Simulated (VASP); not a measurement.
The system is Al3H.

```
Al H
1.0
     4.55209    0.00000    0.00000
    -2.27604    3.94222    0.00000
     0.00000    0.00000    3.66307
Al H
3 1
Direct
  0.50000 0.00000 0.50000
  0.00000 0.50000 0.50000
  0.50000 0.50000 0.50000
  0.00000 0.00000 0.00000
```

The cell was generated, and may not be a known phase.

```yaml
Program: VASP 6.6.1
Task: relaxation of cell and atoms
Functional: PBE
Potentials_or_basis: VASP PAW PBE potentials, release 64 (Al, H)
Cutoff: 600 eV
k_mesh: 6 × 6 × 6
Occupations: gaussian, width 0.1 eV
Spin: no spin polarisation
```

At the start: pressure 22.4 GPa; volume 16.43 Å³/atom.

**Question.** Where does the relaxation end?

**Answer.** Over 10 steps the energy falls by 757.1 meV/atom and the volume is 16.86 Å³/atom (+2.6 %); space group P6/mmm (No. 191, to 0.1 Å) before and after.

The path:
```csv
step,energy change (eV),largest force (eV/Å),pressure (GPa),volume (Å³)
1,0.0000,0.0000,22.44,65.73
2,-2.1873,0.0000,-5.27,88.64
3,-2.1966,0.0000,-3.79,85.12
4,-2.2005,0.0000,-4.20,85.98
5,-2.5346,0.0000,-4.24,80.67
6,-2.9916,0.0000,3.04,64.47
7,-3.0019,0.0000,-1.47,69.33
8,-3.0048,0.0000,-1.04,68.73
9,-3.0247,0.0000,0.71,66.60
10,-3.0283,0.0000,0.11,67.42
```

Final structure:
```cif
data_structure
_symmetry_space_group_name_H-M 'P 1'
_symmetry_Int_Tables_number 1
_cell_length_a 5.4115
_cell_length_b 5.4115
_cell_length_c 2.6586
_cell_angle_alpha 90.000
_cell_angle_beta 90.000
_cell_angle_gamma 120.000
_cell_volume 67.42
loop_
_atom_site_label
_atom_site_type_symbol
_atom_site_fract_x
_atom_site_fract_y
_atom_site_fract_z
_atom_site_occupancy
Al1 Al 0.50000 0.00000 0.50000 1
Al2 Al 0.00000 0.50000 0.50000 1
Al3 Al 0.50000 0.50000 0.50000 1
H1 H 0.00000 0.00000 0.00000 1
```

Caveat: a cell axis changed by over 15 % at a fixed basis, so the end point is rough.
